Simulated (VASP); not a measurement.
# Hg (Fd-3m) in VASP: notebook

Runs on Hg. Level: revPBE. Tasks: relaxation of cell and atoms, single point.

Program: VASP 6.6.1. These are calculated values, not measurements. Logs are shortened: lines on timing, memory, paths and dates and some standing lists are left out, and cuts for length are marked.

**1. The cell of the first run**

Symmetry: Fd-3m, No. 227, cubic system. The conventional cell has a = 6.293 Å, b = 6.293 Å, c = 6.293 Å, α = 90.00°, β = 90.00°, γ = 90.00°. Within 3.6 Å of Hg (site symmetry -43m) lie 4 Hg at 2.72 Å.

**2. Relaxation of cell and atoms, revPBE**

Contents of INCAR:

```
SYSTEM = Hg
PREC     = Accurate       ! precision mode
ENCUT    = 500            ! plane-wave cutoff, eV
EDIFF    = 1E-7           ! SCF threshold, eV
ISMEAR   = -1             ! smearing method
SIGMA    = 0.1            ! smearing width, eV
LREAL    = .False.        ! projectors in reciprocal space
LASPH    = .True.         ! aspherical terms in the spheres
NELM     = 120            ! most SCF steps
ALGO     = Normal         ! electronic algorithm
ISIF     = 3              ! what is computed and relaxed
LWAVE    = .False.        ! write WAVECAR
LCHARG   = .False.        ! write CHGCAR
GGA      = RE             ! functional
IBRION   = 2              ! ionic algorithm
NSW      = 80             ! ionic steps
EDIFFG   = -0.01          ! ionic threshold
GGA_COMPAT= .False.      
NELMIN   = 4
```

Contents of KPOINTS:

```
Automatic mesh
0
Gamma
  9 9 9
  0 0 0
```

Contents of POSCAR:

```
Hg
1.0
    0.0000000000      3.1463715427      3.1463715427
    3.1463715427      0.0000000000      3.1463715427
    3.1463715427      3.1463715427      0.0000000000
Hg
2
Direct
    0.1250000000      0.1250000000      0.1250000000
    0.8750000000      0.8750000000      0.8750000000
```

Potentials or basis: VASP PAW PBE potentials, release 64 (Hg).

The run is started by

```console
$ cat potpaw_PBE.64/Hg/POTCAR > POTCAR
$ mpirun -np 1 vasp_std > vasp.out
```

OUTCAR:

```text
SYSTEM = Hg
   PREC = Accurate
   ENCUT = 500
   EDIFF = 1E-7
   ISMEAR = -1
   LREAL = .False.
   LASPH = .True.
   NELM = 120
   ISIF = 3
   GGA = RE
   IBRION = 2
   NSW = 80
   EDIFFG = -0.01
   NELMIN = 4

 ion  position               nearest neighbor table
   1  0.125  0.125  0.125-   2 2.72   2 2.72   2 2.72   2 2.72
   2  0.875  0.875  0.875-   1 2.72   1 2.72   1 2.72   1 2.72

  LATTYP: Found a face centered cubic cell.
 ALAT       =     6.2927430854

  Lattice vectors:

 A1 = (   0.0000000000,   3.1463715427,   3.1463715427)
 A2 = (   3.1463715427,   0.0000000000,   3.1463715427)
 A3 = (   3.1463715427,   3.1463715427,   0.0000000000)

Analysis of symmetry for initial positions (statically):
=====================================================================
 Subroutine PRICEL returns:
 Original cell was already a primitive cell.

 Routine SETGRP: Setting up the symmetry group for a
 face centered cubic supercell.

 Subroutine GETGRP returns: Found 48 space group operations
 (whereof 12 operations were pure point group operations)
 out of a pool of 48 trial point group operations.

The static configuration has the point symmetry D_3d.
 The point group associated with its full space group is O_h .

Analysis of symmetry for dynamics (positions and initial velocities):
=====================================================================
 Subroutine PRICEL returns:
 Original cell was already a primitive cell.

 Routine SETGRP: Setting up the symmetry group for a
 face centered cubic supercell.

 Subroutine GETGRP returns: Found 48 space group operations
 (whereof 12 operations were pure point group operations)
 out of a pool of 48 trial point group operations.

The dynamic configuration has the point symmetry D_3d.
 The point group associated with its full space group is O_h .

 Subroutine INISYM returns: Found 48 space group operations
 (whereof 12 operations are pure point group operations),
 and found     1 'primitive' translations

----------------------------------------------------------------------------------------

                                     Primitive cell

  volume of cell :      62.2960

  direct lattice vectors                    reciprocal lattice vectors
     0.000000000  3.146371543  3.146371543    -0.158913209  0.158913209  0.158913209
     3.146371543  0.000000000  3.146371543     0.158913209 -0.158913209  0.158913209
     3.146371543  3.146371543  0.000000000     0.158913209  0.158913209 -0.158913209

  length of vectors
     4.449641308  4.449641308  4.449641308     0.275245753  0.275245753  0.275245753

  position of ions in fractional coordinates (direct lattice)
     0.125000000  0.125000000  0.125000000
     0.875000000  0.875000000  0.875000000

  ion indices of the primitive-cell ions
   primitive index   ion index
                 1           1
                 2           2

----------------------------------------------------------------------------------------

 KPOINTS: Automatic mesh

Automatic generation of k-mesh.
 Grid dimensions read from file:
 generate k-points for:    9    9    9

 Generating k-lattice:

  Cartesian coordinates                     Fractional coordinates (reciprocal lattice)
    -0.017657023  0.017657023  0.017657023     0.111111111  0.000000000  0.000000000
     0.017657023 -0.017657023  0.017657023     0.000000000  0.111111111  0.000000000
     0.017657023  0.017657023 -0.017657023     0.000000000  0.000000000  0.111111111

  Length of vectors
     0.030582861  0.030582861  0.030582861

  Shift w.r.t. Gamma in fractional coordinates (k-lattice)
     0.000000000  0.000000000  0.000000000

 Subroutine IBZKPT returns following result:
 ===========================================

 Found     35 irreducible k-points:

 Following reciprocal coordinates:
            Coordinates               Weight
  0.000000  0.000000  0.000000      1.000000
  0.111111  0.000000  0.000000      8.000000
  0.222222  0.000000  0.000000      8.000000
  0.333333  0.000000  0.000000      8.000000
  0.444444  0.000000  0.000000      8.000000
  0.111111  0.111111  0.000000      6.000000
[... 16 lines left out ...]
 -0.333333  0.333333  0.000000     12.000000
  0.444444  0.444444  0.000000      6.000000
 [... further k-points ...]
   k-points           NKPTS =     35   k-points in BZ     NKDIM =     35   number of bands    NBANDS=     16
   number of dos      NEDOS =    301   number of ions     NIONS =      2
   total plane-waves  NPLWV =  32768
   dimension x,y,z NGX =    32 NGY =   32 NGZ =   32
   dimension x,y,z NGXF=    64 NGYF=   64 NGZF=   64
   ions per type =               2
   NGX,Y,Z   is equivalent  to a cutoff of  11.96, 11.96, 11.96 a.u.
   NGXF,Y,Z  is equivalent  to a cutoff of  23.91, 23.91, 23.91 a.u.
 SYSTEM =  Hg
   PREC   = accura    normal or accurate (medium, high low for compatibility)
   ISTART =      0    job   : 0-new  1-cont  2-samecut
   ICHARG =      2    charge: 1-file 2-atom 10-const
   ISPIN  =      1    spin polarized calculation?
   LNONCOLLINEAR =      F non collinear calculations
   LSORBIT =      F    spin-orbit coupling
   LASPH  =      T    aspherical Exc in radial PAW
   ENCUT  =  500.0 eV  36.75 Ry    6.06 a.u.   8.11  8.11  8.11*2*pi/ulx,y,z
   NELM   =    120;   NELMIN=  4; NELMDL= -5     # of ELM steps
   EDIFF  = 0.1E-06   stopping-criterion for ELM
   LREAL  =      F    real-space projection
   EDIFFG = -.1E-01   stopping-criterion for IOM
   NSW    =     80    number of steps for IOM
   IBRION =      2    ionic relax: 0-MD 1-quasi-New 2-CG
   NFREE  =      1    steps in history (QN), initial steepest desc. (CG)
   ISIF   =      3    stress and relaxation
   ISYM   =      2    0-nonsym 1-usesym 2-fastsym
   POTIM  = 0.5000    time-step for ionic-motion
   TEBEG  =    0.0;   TEEND  =   0.0 temperature during run
   PSTRESS=    0.0 pullay stress
   NELECT =      24.0000    total number of electrons
   NUPDOWN=      -1.0000    fix difference up-down
   EMIN   =  10.00;   EMAX   =-10.00  energy-range for DOS
   EFERMI =   0.00;   METHOD = LEGACY
   ISMEAR =    -1;   SIGMA  =   0.10  broadening in eV -4-tet -1-fermi 0-gaus
   EFERMI_NEDOS =   21; number of points for ismear=-14 and -15
   IALGO  =     38    algorithm
   IMIX   =      4    mixing-type and parameters
     AMIX     =   0.40;   BMIX     =  1.00
     AMIX_MAG =   1.60;   BMIX_MAG =  1.00
  volume/ion in A,a.u.               =      31.15       210.20
  Fermi-wavevector in a.u.,A,eV,Ry     =   1.191220  2.251079 19.306730  1.419005
  Thomas-Fermi vector in A             =   2.327286
   LORBIT       =      0    0 simple, 1 ext, 2 COOP (PROOUT), +10 PAW based schemes
   GGA     = RE    functional components
   LHFCALC =     F    Hartree Fock is set to
   AEXX    =    0.0000 exact exchange contribution
   IVDW    =     0    specifies the selected vdW correction
   LEPSILON=     F    determine dielectric tensor
   LRPA    =     F    only Hartree local field effects (RPA)
 conjugate gradient relaxation of ions
 non-spin polarized calculation
  energy-cutoff  :      500.00
  volume of cell :       62.30
 maximum number of plane-waves:      1596
   NGX = 17   NGY = 17   NGZ = 17

--------------------------------------- Ionic step        1  -------------------------------------------

 number of electron      24.0000001 magnetization

 Free energy of the ion-electron system (eV)
  ---------------------------------------------------
  ext. energy  EPLUGINS =         0.00000000
  ---------------------------------------------------
  free energy    TOTEN  =         0.99663346 eV

  energy without entropy =        1.03212880  energy(sigma->0) =        1.01438113

------------------------ aborting loop because EDIFF is reached ----------------------------------------

  FORCE on cell =-STRESS in cart. coord.  units (eV):
  Direction    XX          YY          ZZ          XY          YZ          ZX
  --------------------------------------------------------------------------------------
  -------------------------------------------------------------------------------------
  Total        3.8070864      3.8070864      3.8070864      0.0000000      0.0000000     -0.0000000
  in kB       97.9136636     97.9136636     97.9136636      0.0000000      0.0000000     -0.0000000
  external PRESSURE =      97.9136636 kB  Pullay stress =       0.0000000 kB
[... 57 lines left out ...]
  energy  without entropy=        0.4487383286  energy(sigma->0) =        0.43315927

--------------------------------------- Ionic step        3  -------------------------------------------

 number of electron      23.9999998 magnetization

 E-fermi :   0.2797     XC(G=0):  -7.0459

 val. band max:       -0.0154619905   @ k =   0.2222   0.1111   0.0000
 cond. band min:       0.2840683961   @ k =  -0.1111   0.1111   0.0000
 fundamental gap:      0.2995303866
 Fermi energy:         0.2796995995

 k-point     1 :       0.0000    0.0000    0.0000
  band No.  band energies     occupation
      1      -7.1584      2.00000
      2      -7.1584      2.00000
      3      -7.1584      2.00000
      4      -7.1105      2.00000
      5      -7.1105      2.00000
      6      -6.5686      2.00000
[... 8 lines left out ...]
     15       4.1819      0.00000
     16       5.5654      0.00000
[... 466 lines left out ...]
  FREE ENERGIE OF THE ION-ELECTRON SYSTEM (eV)
  ---------------------------------------------------
  free  energy   TOTEN  =         0.3226188729 eV

  energy  without entropy=        0.3436889434  energy(sigma->0) =        0.33315391

[... ionic steps 4 to 9 ...]

--------------------------------------- Ionic step       10  -------------------------------------------

 number of electron      23.9999995 magnetization

------------------------ aborting loop because EDIFF is reached ----------------------------------------

  FORCE on cell =-STRESS in cart. coord.  units (eV):
  Direction    XX          YY          ZZ          XY          YZ          ZX
  --------------------------------------------------------------------------------------
  -------------------------------------------------------------------------------------
  Total       -0.1034793     -0.1034793     -0.1034793     -0.0000000     -0.0000000     -0.0000000
  in kB       -0.8944604     -0.8944604     -0.8944604     -0.0000000     -0.0000000     -0.0000000
  external PRESSURE =      -0.8944604 kB  Pullay stress =       0.0000000 kB
[... 57 lines left out ...]
  energy  without entropy=        0.1554767486  energy(sigma->0) =        0.15547663

--------------------------------------- Ionic step       12  -------------------------------------------

 number of electron      24.0000014 magnetization

 Free energy of the ion-electron system (eV)
  ---------------------------------------------------
  ext. energy  EPLUGINS =         0.00000000
  ---------------------------------------------------
  free energy    TOTEN  =         0.15385449 eV

  energy without entropy =        0.15385465  energy(sigma->0) =        0.15385457

 E-fermi :  -2.1561     XC(G=0):  -4.6261

 val. band max:       -3.4693337341   @ k =   0.0000   0.0000   0.0000
 cond. band min:      -0.5856622043   @ k =  -0.3333   0.3333   0.0000
 fundamental gap:      2.8836715298
 Fermi energy:        -2.1561123074

 k-point     1 :       0.0000    0.0000    0.0000
  band No.  band energies     occupation
      1      -8.1636      2.00000
      2      -8.1636      2.00000
      3      -8.1636      2.00000
      4      -8.1476      2.00000
      5      -8.1476      2.00000
      6      -7.9885      2.00000
[... 8 lines left out ...]
     15       1.1550      0.00000
     16       2.2217      0.00000
[... 466 lines left out ...]
  FREE ENERGIE OF THE ION-ELECTRON SYSTEM (eV)
  ---------------------------------------------------
  free  energy   TOTEN  =         0.1538544856 eV

  energy  without entropy=        0.1538546462  energy(sigma->0) =        0.15385457

 reached required accuracy - stopping structural energy minimisation
```

It took 6.8 min on 1 thread of Intel Xeon 8259CL, shared host; peak memory 0.2 GiB.

Results:

* Free energy: 0.1539 eV
* Relaxed volume: 90.17 Å³/atom
* Relaxed cell: a = 6.342 Å, b = 6.342 Å, c = 6.342 Å, α = 60.00°, β = 60.00°, γ = 60.00°
* Space group after relaxing (to 0.1 Å): Fd-3m (No. 227)
* Pressure after relaxing: 0.0 GPa
* Band gap on the k mesh: 2.88 eV (least direct gap 3.95 eV)

Final structure:
```xyz
2
Lattice="0.0000 4.4843 4.4843 4.4843 0.0000 4.4843 4.4843 4.4843 0.0000" Properties=species:S:1:pos:R:3 pbc="T T T"
Hg    1.1211    1.1211    1.1211
Hg    7.8475    7.8475    7.8475
```

Caveat: the volume moved by over 15 % at a fixed basis, so the end points are rough; the PAW data sets were made with another functional, which shifts forces and pressure a little; spin-orbit coupling is left out, which moves the levels of the heavy elements; an odd mesh through Γ misses points on the zone boundary, where band edges can lie.

**3. Single point, revPBE**

This run uses another cell than the first one, of 139.63 Å³/atom.

Contents of INCAR:

```
ALGO = Normal ; EDIFF = 1E-6
ENCUT = 500 ; GGA = RE
GGA_COMPAT = False ; ISIF = 2
ISMEAR = -1 ; LASPH = True
LCHARG = False ; LREAL = False
LWAVE = False ; NBANDS = 19
NELM = 120 ; PREC = Accurate
SIGMA = 0.1
```

Contents of KPOINTS:

```
k-points
0
Gamma
  9 9 9
```

Contents of POSCAR:

```
Hg
1.0
    0.0000000000      5.1879712650      5.1879712650
    5.1879712650      0.0000000000      5.1879712650
    5.1879712650      5.1879712650      0.0000000000
Hg
2
Direct
    0.1250000000      0.1250000000      0.1250000000
    0.8750000000      0.8750000000      0.8750000000
```

Potentials or basis: VASP PAW PBE potentials, release 64 (Hg).

The run is started by

```console
$ cat potpaw_PBE.64/Hg/POTCAR > POTCAR
$ mpirun -np 1 vasp_std > vasp.out
```

OUTCAR:

```text
EDIFF = 1E-6
   ENCUT = 500
   GGA = RE
   ISIF = 2
   ISMEAR = -1
   LASPH = True
   LREAL = False
   NELM = 120
   PREC = Accurate

 ion  position               nearest neighbor table
   1  0.125  0.125  0.125-
   2  0.875  0.875  0.875-

  LATTYP: Found a face centered cubic cell.
 ALAT       =    10.3759425300

  Lattice vectors:

 A1 = (   0.0000000000,   5.1879712650,   5.1879712650)
 A2 = (   5.1879712650,   0.0000000000,   5.1879712650)
 A3 = (   5.1879712650,   5.1879712650,   0.0000000000)

Analysis of symmetry for initial positions (statically):
=====================================================================
 Subroutine PRICEL returns:
 Original cell was already a primitive cell.

 Routine SETGRP: Setting up the symmetry group for a
 face centered cubic supercell.

 Subroutine GETGRP returns: Found 48 space group operations
 (whereof 12 operations were pure point group operations)
 out of a pool of 48 trial point group operations.

The static configuration has the point symmetry D_3d.
[... 158 lines left out ...]
  ---------------------------------------------------
  free energy    TOTEN  =        -0.00724174 eV

  energy without entropy =       -0.00724174  energy(sigma->0) =       -0.00724174

 E-fermi :  -2.9672     XC(G=0):  -3.6287

 val. band max:       -4.9374347537   @ k =   0.0000   0.0000   0.0000
 cond. band min:      -0.8449430984   @ k =  -0.3333   0.3333   0.0000
 fundamental gap:      4.0924916553
 Fermi energy:        -2.9671507374

 k-point     1 :       0.0000    0.0000    0.0000
  band No.  band energies     occupation
      1      -8.6978      2.00000
      2      -8.6978      2.00000
      3      -8.6978      2.00000
      4      -8.6913      2.00000
      5      -8.6913      2.00000
      6      -8.6434      2.00000
[... 505 lines left out ...]
      6      -8.6629      2.00000
[... 11 lines left out ...]
     18       2.3433      0.00000
     19       2.8257      0.00000

 [... further k-points ...]

------------------------ aborting loop because EDIFF is reached ----------------------------------------

  FORCE on cell =-STRESS in cart. coord.  units (eV):
  Direction    XX          YY          ZZ          XY          YZ          ZX
  --------------------------------------------------------------------------------------
  -------------------------------------------------------------------------------------
  Total        0.0365375      0.0365375      0.0365375      0.0000000      0.0000000      0.0000000
  in kB        0.2096171      0.2096171      0.2096171      0.0000000      0.0000000      0.0000000
  external PRESSURE =       0.2096171 kB  Pullay stress =       0.0000000 kB

 VOLUME and BASIS-vectors are now :
 -----------------------------------------------------------------------------
  energy-cutoff  :      500.00
  volume of cell :      279.27
      direct lattice vectors                 reciprocal lattice vectors
     0.000000000  5.187971265  5.187971265    -0.096376787  0.096376787  0.096376787
     5.187971265  0.000000000  5.187971265     0.096376787 -0.096376787  0.096376787
     5.187971265  5.187971265  0.000000000     0.096376787  0.096376787 -0.096376787

 POSITION                                       TOTAL-FORCE (eV/Angst)
 -----------------------------------------------------------------------------------
      1.29699      1.29699      1.29699        -0.000000      0.000000      0.000000
      9.07895      9.07895      9.07895         0.000000     -0.000000     -0.000000
 -----------------------------------------------------------------------------------
    total drift:                               -0.000000      0.000000     -0.000000

  FREE ENERGIE OF THE ION-ELECTRON SYSTEM (eV)
  ---------------------------------------------------
  free  energy   TOTEN  =        -0.0072417372 eV

  energy  without entropy=       -0.0072417355  energy(sigma->0) =       -0.00724174
```

Wall time 4.5 min (1 thread of Intel Xeon 8259CL, shared host); peak memory 0.47 GiB.

Results:

| Property | Result |
| --- | --- |
| Free energy | -0.0072 eV |
| Pressure | 0.0 GPa |
| Band gap on the k mesh | 4.09 eV (least direct gap 4.54 eV) |

Levels at points of the mesh, in eV from the valence-band top:
```csv
k point,band 8,band 9,band 10,band 11,band 12,band 13,band 14,band 15,band 16,band 17
"(0.00, 0.00, 0.00)",-3.70,-3.70,-3.70,-1.23,0.00,5.20,5.20,5.20,5.96,5.96
```

Caveat: the PAW data sets were made with another functional, which shifts forces and pressure a little; spin-orbit coupling is left out, which moves the levels of the heavy elements; an odd mesh through Γ misses points on the zone boundary, where band edges can lie.
